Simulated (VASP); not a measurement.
A run of VASP 6.6.1:

INCAR

```
  ALGO = Normal
  EDIFF = 1E-6
  ENCUT = 520
  GGA = CA
  ISIF = 2
  ISMEAR = -1
  LASPH = T
  LCHARG = T
  LELF = T
  LREAL = F
  LVHAR = T
  LWAVE = F
  NBANDS = 11
  NELM = 60
  PREC = Accurate
  SIGMA = 0.05
```

The input KPOINTS:

```
k-points
0
Gamma
  10 10 10
```

File POSCAR:

```
MgO
1.0
    0.0000000000      2.1072020000      2.1072020000
    2.1072020000      0.0000000000      2.1072020000
    2.1072020000      2.1072020000      0.0000000000
Mg O
1 1
Direct
    0.0000000000      0.0000000000      0.0000000000
    0.5000000000      0.5000000000      0.5000000000
```

Potentials or basis: VASP PAW LDA potentials, release 64 (Mg, O).

Command:

```bash
$ cat potpaw_LDA.64/Mg/POTCAR potpaw_LDA.64/O/POTCAR > POTCAR
$ mpirun -np 1 vasp_std > vasp.out
```

Hardware: 1 thread of Intel(R) Xeon(R) Platinum 8259CL CPU @ 2.50GHz (Skylake/Cascade Lake) (shared host).

**Question.** How long does it take, and how much memory?

**Answer.** Wall time 7.9 s on 1 thread of Intel(R) Xeon(R) Platinum 8259CL CPU @ 2.50GHz (Skylake/Cascade Lake) (shared host), peak memory 0.13 GiB. Counts: scf iterations 11, k points 47.
